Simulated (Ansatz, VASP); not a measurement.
## FeNi3: VASP beside Ansatz

```
Fe Ni
1.0
     3.54500    0.00000    0.00000
     0.00000    3.54500    0.00000
     0.00000    0.00000    3.54500
Fe Ni
1 3
Cartesian
  0.0000 0.0000 0.0000
  0.0000 1.7725 1.7725
  1.7725 0.0000 1.7725
  1.7725 1.7725 0.0000
```

Alike in both runs: task relaxation of cell and atoms; functional PBEsol; k mesh 6 × 6 × 6; occupations gaussian, width 0.1 eV; collinear spin.

```csv
,VASP,Ansatz
version,VASP 6.6.1,Ansatz 0.2.0
potentials or method,"VASP PAW PBE potentials, release 64 (Fe, Ni), cutoff 600 eV","scalar-relativistic, plane waves, PAW"
valence electrons in the cell,38,70
```

```tsv
	VASP	Ansatz	Ansatz less VASP
gap on the k mesh at the Fermi level, each at its own relaxed structure (eV)	none	none	-
net moment per atom (μB)	1.22	1.22	+0.001
size of the moment on the site where the two differ most (μB)	0.66	0.71	+0.048
relaxed volume (Å³/atom)	10.63	10.61	-0.021
relaxed cell length with the largest relative difference (Å)	3.490	3.488	-0.0023
```

VASP's potentials were made for PBE, not for PBEsol. Site moments also hang on the region over which each program counts them. A gap of «none» marks a metal or a gap that the smearing closes. VASP's potentials hold 38 valence electrons a cell and Ansatz's 70, so a difference there can come from the potentials and not from the codes.
